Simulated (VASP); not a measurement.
# BAs (F-43m) in VASP: notebook

Aim: see how the results for BAs move with the level of theory and the settings. Levels: r2SCAN, PBE. Tasks: single point, relaxation of cell and atoms.

All numbers are computed with VASP 6.6.1; they aren't measurements. Logs are shortened: lines on timing, memory, paths and dates and some standing lists are left out, and cuts for length are marked.

### Step 1. The cell of the first run

The structure is cubic, space group F-43m (No. 216). Conventional cell: a = 4.809 Å, b = 4.809 Å, c = 4.809 Å, α = 90.00°, β = 90.00°, γ = 90.00°. B (site symmetry -43m) has 4 As at 2.08 Å within 2.8 Å. Within 2.8 Å of As (site symmetry -43m) lie 4 B at 2.08 Å.

### Step 2. Single point, r2SCAN

File POSCAR:

```
BAs
1.0
    0.0000000000      2.4046893507      2.4046893507
    2.4046893507      0.0000000000      2.4046893507
    2.4046893507      2.4046893507      0.0000000000
B As
1 1
Direct
    0.2500000000      0.2500000000      0.2500000000
    0.5000000000      0.5000000000      0.5000000000
```

File INCAR.step1:

```
SYSTEM = BAs
PREC = Accurate
ENCUT = 550
ISMEAR = 0
SIGMA = 0.02
LREAL = .FALSE.
LASPH = .TRUE.
NELM = 120
NBANDS = 11
GGA = PE
ALGO = Normal
EDIFF = 1E-5
LWAVE = .TRUE.
LCHARG = .FALSE.
GGA_COMPAT = .FALSE.
```

File INCAR.step2:

```
SYSTEM = BAs
PREC = Accurate
ENCUT = 550
EDIFF = 1E-6
ISMEAR = 0
SIGMA = 0.02
LREAL = .FALSE.
LASPH = .TRUE.
NELM = 120
ALGO = Normal
ISIF = 2
LWAVE = .FALSE.
LCHARG = .FALSE.
METAGGA = R2SCAN
LMIXTAU = .TRUE.
NBANDS = 11
ISTART = 1
GGA_COMPAT = .FALSE.
```

File KPOINTS:

```
regular mesh
0
G
  10 10 10
  0 0 0
```

Potentials or basis: VASP PAW PBE potentials, release 64 (B, As).

Command:

```sh
$ cat potpaw_PBE.64/B/POTCAR potpaw_PBE.64/As/POTCAR > POTCAR
$ cp INCAR.step1 INCAR
$ mpirun -np 1 vasp_std > vasp.out
$ cp INCAR.step2 INCAR
$ mpirun -np 1 vasp_std > vasp.out
```

OUTCAR:

```text
SYSTEM = BAs
   PREC = Accurate
   ENCUT = 550
   EDIFF = 1E-6
   ISMEAR = 0
   LREAL = .FALSE.
   LASPH = .TRUE.
   NELM = 120
   ISIF = 2
   METAGGA = R2SCAN
   ISTART = 1

 ion  position               nearest neighbor table
   1  0.250  0.250  0.250-   2 2.08   2 2.08   2 2.08   2 2.08
   2  0.500  0.500  0.500-   1 2.08   1 2.08   1 2.08   1 2.08

  LATTYP: Found a face centered cubic cell.
 ALAT       =     4.8093787014

  Lattice vectors:

 A1 = (   0.0000000000,   2.4046893507,   2.4046893507)
 A2 = (   2.4046893507,   0.0000000000,   2.4046893507)
 A3 = (   2.4046893507,   2.4046893507,   0.0000000000)

Analysis of symmetry for initial positions (statically):
=====================================================================
 Subroutine PRICEL returns:
 Original cell was already a primitive cell.

 Routine SETGRP: Setting up the symmetry group for a
 face centered cubic supercell.

 Subroutine GETGRP returns: Found 24 space group operations
 (whereof 24 operations were pure point group operations)
 out of a pool of 48 trial point group operations.

The static configuration has the point symmetry T_d .

Analysis of symmetry for dynamics (positions and initial velocities):
=====================================================================
 Subroutine PRICEL returns:
 Original cell was already a primitive cell.

 Routine SETGRP: Setting up the symmetry group for a
 face centered cubic supercell.

 Subroutine GETGRP returns: Found 24 space group operations
 (whereof 24 operations were pure point group operations)
 out of a pool of 48 trial point group operations.

The dynamic configuration has the point symmetry T_d .

 Subroutine INISYM returns: Found 24 space group operations
 (whereof 24 operations are pure point group operations),
 and found     1 'primitive' translations

----------------------------------------------------------------------------------------

                                     Primitive cell

  volume of cell :      27.8104

  direct lattice vectors                    reciprocal lattice vectors
     0.000000000  2.404689351  2.404689351    -0.207927065  0.207927065  0.207927065
     2.404689351  0.000000000  2.404689351     0.207927065 -0.207927065  0.207927065
     2.404689351  2.404689351  0.000000000     0.207927065  0.207927065 -0.207927065

  length of vectors
     3.400744293  3.400744293  3.400744293     0.360140242  0.360140242  0.360140242

  position of ions in fractional coordinates (direct lattice)
     0.250000000  0.250000000  0.250000000
     0.500000000  0.500000000  0.500000000

  ion indices of the primitive-cell ions
   primitive index   ion index
                 1           1
                 2           2

----------------------------------------------------------------------------------------

 KPOINTS: regular mesh

Automatic generation of k-mesh.
 Grid dimensions read from file:
 generate k-points for:   10   10   10

 Generating k-lattice:

  Cartesian coordinates                     Fractional coordinates (reciprocal lattice)
    -0.020792707  0.020792707  0.020792707     0.100000000  0.000000000  0.000000000
     0.020792707 -0.020792707  0.020792707     0.000000000  0.100000000  0.000000000
     0.020792707  0.020792707 -0.020792707     0.000000000  0.000000000  0.100000000

  Length of vectors
     0.036014024  0.036014024  0.036014024

  Shift w.r.t. Gamma in fractional coordinates (k-lattice)
     0.000000000  0.000000000  0.000000000

 Subroutine IBZKPT returns following result:
 ===========================================

 Found     47 irreducible k-points:

 Following reciprocal coordinates:
            Coordinates               Weight
  0.000000  0.000000  0.000000      1.000000
  0.100000  0.000000  0.000000      8.000000
  0.200000  0.000000  0.000000      8.000000
  0.300000  0.000000  0.000000      8.000000
  0.400000  0.000000  0.000000      8.000000
  0.500000  0.000000  0.000000      4.000000
[... 16 lines left out ...]
  0.300000  0.300000  0.000000      6.000000
  0.400000  0.300000  0.000000     24.000000
 [... further k-points ...]
   k-points           NKPTS =     47   k-points in BZ     NKDIM =     47   number of bands    NBANDS=     11
   number of dos      NEDOS =    301   number of ions     NIONS =      2
   total plane-waves  NPLWV =  21952
   dimension x,y,z NGX =    28 NGY =   28 NGZ =   28
   dimension x,y,z NGXF=    56 NGYF=   56 NGZF=   56
   ions per type =               1   1
   NGX,Y,Z   is equivalent  to a cutoff of  13.69, 13.69, 13.69 a.u.
   NGXF,Y,Z  is equivalent  to a cutoff of  27.38, 27.38, 27.38 a.u.
 SYSTEM =  BAs
   PREC   = accura    normal or accurate (medium, high low for compatibility)
   ISTART =      1    job   : 0-new  1-cont  2-samecut
   ICHARG =      0    charge: 1-file 2-atom 10-const
   ISPIN  =      1    spin polarized calculation?
   LNONCOLLINEAR =      F non collinear calculations
   LSORBIT =      F    spin-orbit coupling
   LASPH  =      T    aspherical Exc in radial PAW
   ENCUT  =  550.0 eV  40.42 Ry    6.36 a.u.   6.50  6.50  6.50*2*pi/ulx,y,z
   NELM   =    120;   NELMIN=  2; NELMDL=  0     # of ELM steps
   EDIFF  = 0.1E-05   stopping-criterion for ELM
   LREAL  =      F    real-space projection
   EDIFFG = 0.1E-04   stopping-criterion for IOM
   NSW    =      0    number of steps for IOM
   IBRION =     -1    ionic relax: 0-MD 1-quasi-New 2-CG
   NFREE  =      0    steps in history (QN), initial steepest desc. (CG)
   ISIF   =      2    stress and relaxation
   ISYM   =      2    0-nonsym 1-usesym 2-fastsym
   POTIM  = 0.5000    time-step for ionic-motion
   TEBEG  =    0.0;   TEEND  =   0.0 temperature during run
   PSTRESS=    0.0 pullay stress
   NELECT =       8.0000    total number of electrons
   NUPDOWN=      -1.0000    fix difference up-down
   EMIN   =  10.00;   EMAX   =-10.00  energy-range for DOS
   EFERMI =   0.00;   METHOD = LEGACY
   ISMEAR =     0;   SIGMA  =   0.02  broadening in eV -4-tet -1-fermi 0-gaus
   EFERMI_NEDOS =   21; number of points for ismear=-14 and -15
   IALGO  =     38    algorithm
   IMIX   =      4    mixing-type and parameters
     AMIX     =   0.40;   BMIX     =  1.00
     AMIX_MAG =   1.60;   BMIX_MAG =  1.00
  volume/ion in A,a.u.               =      13.91        93.84
  Fermi-wavevector in a.u.,A,eV,Ry     =   1.080693  2.042214 15.890221  1.167898
  Thomas-Fermi vector in A             =   2.216691
   LORBIT       =      0    0 simple, 1 ext, 2 COOP (PROOUT), +10 PAW based schemes
   METAGGA = R2SCAN    functional components
   LHFCALC =     F    Hartree Fock is set to
   AEXX    =    0.0000 exact exchange contribution
   IVDW    =     0    specifies the selected vdW correction
   LEPSILON=     F    determine dielectric tensor
   LRPA    =     F    only Hartree local field effects (RPA)
 non-spin polarized calculation
 Gauss-broadening in eV      SIGMA  =   0.02
  energy-cutoff  :      550.00
  volume of cell :       27.81
 maximum number of plane-waves:       869
 NGX is ok and might be reduce to    28
   NGX = 13   NGY = 13   NGZ = 13

 number of electron       8.0000000 magnetization

 Free energy of the ion-electron system (eV)
  ---------------------------------------------------
  ext. energy  EPLUGINS =         0.00000000
  ---------------------------------------------------
  free energy    TOTEN  =       -22.25438155 eV

  energy without entropy =      -22.25438155  energy(sigma->0) =      -22.25438155

 E-fermi :   5.9227     XC(G=0): -11.0417

 val. band max:        5.7985484023   @ k =   0.0000   0.0000   0.0000
 cond. band min:       7.1905049334   @ k =   0.4000   0.4000   0.0000
 fundamental gap:      1.3919565311
 Fermi energy:         5.9226663182

 k-point     1 :       0.0000    0.0000    0.0000
  band No.  band energies     occupation
      1     -10.1683      2.00000
      2       5.7985      2.00000
      3       5.7985      2.00000
      4       5.7985      2.00000
      5       9.2215      0.00000
      6       9.2215      0.00000
      7       9.2215      0.00000
      8      10.6813      0.00000
      9      16.0679      0.00000
     10      19.1601      0.00000
     11      19.1601      0.00000

 k-point     2 :       0.1000    0.0000    0.0000
  band No.  band energies     occupation
      1      -9.9989      2.00000
      2       4.3419      2.00000
      3       5.4845      2.00000
      4       5.4845      2.00000
      5       9.4118      0.00000
      6       9.6365      0.00000
      7       9.6365      0.00000
      8      11.6025      0.00000
      9      16.7090      0.00000
     10      18.1651      0.00000
     11      18.1651      0.00000

 k-point     3 :       0.2000    0.0000    0.0000
  band No.  band energies     occupation
      1      -9.4996      2.00000
      2       1.8904      2.00000
      3       4.8853      2.00000
      4       4.8853      2.00000
      5       9.1975      0.00000
      6      10.3906      0.00000
      7      10.3906      0.00000
      8      13.3819      0.00000
      9      17.4496      0.00000
     10      17.4496      0.00000
     11      17.7051      0.00000

 k-point     4 :       0.3000    0.0000    0.0000
  band No.  band energies     occupation
      1      -8.7090      2.00000
      2      -0.4771      2.00000
      3       4.3544      2.00000
      4       4.3544      2.00000
      5       8.9123      0.00000
      6      10.8258      0.00000
      7      10.8258      0.00000
      8      14.8140      0.00000
      9      17.7919      0.00000
     10      17.9202      0.00000
     11      17.9202      0.00000
[... 239 lines left out ...]
 k-point    22 :      -0.2000    0.2000    0.0000
  band No.  band energies     occupation
      1      -8.4365      2.00000
      2       0.0867      2.00000
      3       1.6146      2.00000
      4       4.4472      2.00000
      5       9.9803      0.00000
      6      11.1534      0.00000
      7      12.1173      0.00000
      8      13.2510      0.00000
      9      16.1467      0.00000
     10      19.0838      0.00000
     11      20.6882      0.00000

 k-point    23 :       0.3000    0.3000    0.0000
  band No.  band energies     occupation
      1      -8.1899      2.00000
      2       0.3194      2.00000
      3       2.4982      2.00000
      4       2.4982      2.00000
      5       7.4009      0.00000
      6       9.7733      0.00000
      7      14.6575      0.00000
      8      14.6575      0.00000
      9      17.4052      0.00000
     10      21.4003      0.00000
     11      21.5739      0.00000

 k-point    24 :       0.4000    0.3000    0.0000
  band No.  band energies     occupation
      1      -7.4372      2.00000
      2      -0.9746      2.00000
      3       1.7022      2.00000
      4       2.1905      2.00000
      5       7.7160      0.00000
      6       9.5002      0.00000
      7      15.0661      0.00000
      8      15.3083      0.00000
      9      18.5648      0.00000
     10      22.2501      0.00000
     11      22.3038      0.00000

 [... further k-points ...]

------------------------ aborting loop because EDIFF is reached ----------------------------------------

  FORCE on cell =-STRESS in cart. coord.  units (eV):
  Direction    XX          YY          ZZ          XY          YZ          ZX
  --------------------------------------------------------------------------------------
  -------------------------------------------------------------------------------------
  Total       -0.3423421     -0.3423421     -0.3423421     -0.0000000      0.0000000     -0.0000000
  in kB      -19.7225925    -19.7225925    -19.7225925     -0.0000000      0.0000000     -0.0000000
  external PRESSURE =     -19.7225925 kB  Pullay stress =       0.0000000 kB

 VOLUME and BASIS-vectors are now :
 -----------------------------------------------------------------------------
  energy-cutoff  :      550.00
  volume of cell :       27.81
      direct lattice vectors                 reciprocal lattice vectors
     0.000000000  2.404689351  2.404689351    -0.207927065  0.207927065  0.207927065
     2.404689351  0.000000000  2.404689351     0.207927065 -0.207927065  0.207927065
     2.404689351  2.404689351  0.000000000     0.207927065  0.207927065 -0.207927065

 POSITION                                       TOTAL-FORCE (eV/Angst)
 -----------------------------------------------------------------------------------
      1.20234      1.20234      1.20234         0.000000      0.000000      0.000000
      2.40469      2.40469      2.40469        -0.000000     -0.000000     -0.000000
 -----------------------------------------------------------------------------------
    total drift:                               -0.000000     -0.000000     -0.000000

  FREE ENERGIE OF THE ION-ELECTRON SYSTEM (eV)
  ---------------------------------------------------
  free  energy   TOTEN  =       -22.2543815471 eV

  energy  without entropy=      -22.2543815471  energy(sigma->0) =      -22.25438155
```

It took 86 s on 1 thread of Intel Xeon Platinum 8259CL at 2.50GHz (Skylake/Cascade Lake), shared host; peak memory 0.17 GiB.

Results:

- Free energy: -22.2544 eV
- Pressure: -2.0 GPa
- Band gap on the k mesh: 1.39 eV (least direct gap 3.42 eV)

Levels at points of the mesh, in eV from the valence-band top:
```csv
k point,band 1,band 2,band 3,band 4,band 5,band 6,band 7,band 8,band 9
"(0.00, 0.00, 0.00)",-15.97,0.00,0.00,0.00,3.42,3.42,3.42,4.88,10.27
"(0.50, 0.00, 0.00)",-13.02,-9.09,-1.90,-1.90,2.85,5.04,5.04,9.53,13.48
"(0.50, 0.50, 0.00)",-11.62,-8.95,-4.22,-4.22,1.64,1.71,11.96,11.96,13.69
```

Caveat: the PAW data sets were made with another functional, which shifts forces and pressure a little.

### Step 3. Single point, r2SCAN

POSCAR is that of step 2.

File INCAR.step1:

```
PREC     = Accurate       # precision mode
ENCUT    = 550            # plane-wave cutoff, eV
ISMEAR   = 0              # smearing method
SIGMA    = 0.02           # smearing width, eV
LREAL    = False          # projectors in reciprocal space
LASPH    = True           # aspherical terms in the spheres
NELM     = 120            # most SCF steps
NBANDS   = 11             # bands
GGA      = PE             # functional
ALGO     = Normal         # electronic algorithm
EDIFF    = 1E-5           # SCF threshold, eV
LWAVE    = True           # write WAVECAR
LCHARG   = False          # write CHGCAR
GGA_COMPAT= False
```

File INCAR.step2:

```
PREC     = Accurate       # precision mode
ENCUT    = 550            # plane-wave cutoff, eV
EDIFF    = 1E-6           # SCF threshold, eV
ISMEAR   = 0              # smearing method
SIGMA    = 0.02           # smearing width, eV
LREAL    = False          # projectors in reciprocal space
LASPH    = True           # aspherical terms in the spheres
NELM     = 120            # most SCF steps
ALGO     = Normal         # electronic algorithm
ISIF     = 2              # what is computed and relaxed
LWAVE    = False          # write WAVECAR
LCHARG   = False          # write CHGCAR
METAGGA  = R2SCAN         # meta-GGA
LMIXTAU  = True         
NBANDS   = 11             # bands
ISTART   = 1            
GGA_COMPAT= False
```

File KPOINTS:

```
regular mesh
0
Gamma
  10 10 10
```

Potentials or basis: VASP PAW PBE potentials, release 64 (B, As).

Command:

```sh
$ cat potpaw_PBE.64/B/POTCAR potpaw_PBE.64/As/POTCAR > POTCAR
$ cp INCAR.step1 INCAR
$ mpirun -np 1 vasp_std > vasp.out
$ cp INCAR.step2 INCAR
$ mpirun -np 1 vasp_std > vasp.out
```

Run time: 88 s. Hardware: 1 thread of Intel Xeon Platinum 8259CL at 2.50GHz (Skylake/Cascade Lake), shared host; peak memory 0.17 GiB.

It converged, with:

```
Free energy            : -22.2544 eV
Pressure               : -2.0 GPa
Band gap on the k mesh : 1.39 eV (least direct gap 3.42 eV)
```

Levels at points of the mesh, in eV from the valence-band top:
```csv
k point,band 2,band 3,band 4,band 5,band 6,band 7
"(0.00, 0.00, 0.00)",0.00,0.00,0.00,3.42,3.42,3.42
"(0.50, 0.00, 0.00)",-9.09,-1.90,-1.90,2.85,5.04,5.04
"(0.50, 0.50, 0.00)",-8.95,-4.22,-4.22,1.64,1.71,11.96
```

Caveat: the PAW data sets were made with another functional, which shifts forces and pressure a little. A k mesh can miss the band edges.

### Step 4. Relaxation of cell and atoms, PBE

File INCAR:

```
ALGO = Normal
EDIFF = 1E-7
EDIFFG = -0.001
ENCUT = 500
GGA = PE
GGA_COMPAT = False
IBRION = 2
ISIF = 3
ISMEAR = 0
LASPH = True
LCHARG = False
LREAL = False
LWAVE = False
NELM = 120
NELMIN = 4
NSW = 80
PREC = Accurate
SIGMA = 0.01
```

File KPOINTS:

```
k-points
0
Gamma
  12 12 12
```

POSCAR is that of step 3.

Command:

```sh
$ cat potpaw_PBE.64/B/POTCAR potpaw_PBE.64/As/POTCAR > POTCAR
$ mpirun -np 1 vasp_std > vasp.out
```

It took 47 s on 1 thread of Intel Xeon Platinum 8259CL at 2.50GHz (Skylake/Cascade Lake), shared host; peak memory 0.17 GiB.

The run converged. Its results:

- Free energy: -11.4137 eV
- Relaxed volume: 13.97 Å³/atom
- Relaxed cell: a = 3.406 Å, b = 3.406 Å, c = 3.406 Å, α = 60.00°, β = 60.00°, γ = 60.00°
- Space group after relaxing (to 0.1 Å): F-43m (No. 216)
- Energy gained by relaxing: 0.1 meV/atom
- Ionic steps: 4
- Pressure after relaxing: 0.0 GPa
- Band gap on the k mesh: 1.21 eV (least direct gap 3.25 eV)

Step by step:
```tsv
step	energy change (eV)	largest force (eV/Å)	pressure (GPa)	volume (Å³)
1	0.0000	0.0000	0.60	27.81
2	-0.0001	0.0000	-0.39	28.02
3	-0.0002	0.0000	0.01	27.93
4	-0.0002	0.0000	0.00	27.94
```

Final structure:
```yaml
crystal:
  lattice:
    - [0.00000, 2.40829, 2.40829]
    - [2.40829, 0.00000, 2.40829]
    - [2.40829, 2.40829, 0.00000]
  atoms:
    - { symbol: B, position: [0.25000, 0.25000, 0.25000] }
    - { symbol: As, position: [0.50000, 0.50000, 0.50000] }
```

Levels at points of the mesh, in eV from the valence-band top:
```csv
k point,band 1,band 2,band 3,band 4,band 5,band 6,band 7,band 8
"(0.00, 0.00, 0.00)",-15.18,0.00,0.00,0.00,3.25,3.25,3.25,4.37
"(0.50, 0.00, 0.00)",-12.40,-8.61,-1.78,-1.78,2.55,4.75,4.75,8.82
"(0.50, 0.50, 0.00)",-11.12,-8.39,-3.98,-3.98,1.46,1.46,11.13,11.13
```
